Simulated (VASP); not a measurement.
Here is a VASP 6.6.1 calculation.

Contents of INCAR:

```
ALGO = Normal
DIPOL = 0.5 0.5 0.662
EDIFF = 1E-6
ENCUT = 400
GGA = PE
GGA_COMPAT = False
IDIPOL = 3
ISIF = 2
ISMEAR = 1
LASPH = True
LCHARG = False
LDIPOL = True
LREAL = False
LWAVE = False
NBANDS = 36
NELM = 120
NELMDL = -8
PREC = Accurate
SIGMA = 0.1
```

File KPOINTS:

```
k-points
0
Gamma
  10 10 1
```

Contents of POSCAR:

```
Mo
1.0
    3.2165956303      0.0000000000      0.0000000000
    0.0000000000      3.2165956303      0.0000000000
    0.0000000000      0.0000000000     25.7702485309
Mo
4
Direct
    0.5000000000      0.5000000000      0.5767782360
    0.0000000000      0.0000000000      0.6293061443
    0.5000000000      0.5000000000      0.6961382074
    0.0000000000      0.0000000000      0.7460183372
```

Potentials or basis: VASP PAW PBE potentials, release 64 (Mo_sv).

Run with:

```bash
$ cat potpaw_PBE.64/Mo_sv/POTCAR > POTCAR
$ mpirun -np 1 vasp_std > vasp.out
```

Problem. What does it give for the band gap on the k mesh?

Solution. Zero (bands 28 and 29 overlap by 1.49 eV).

Problem. What does it give for the largest force?

Solution. 0.607 eV/Å.

Forces on the atoms (eV/Å):
```
Mo   0.000  0.000  0.607
Mo   0.000  0.000 -0.546
Mo   0.000  0.000 -0.190
Mo   0.000  0.000  0.129
```
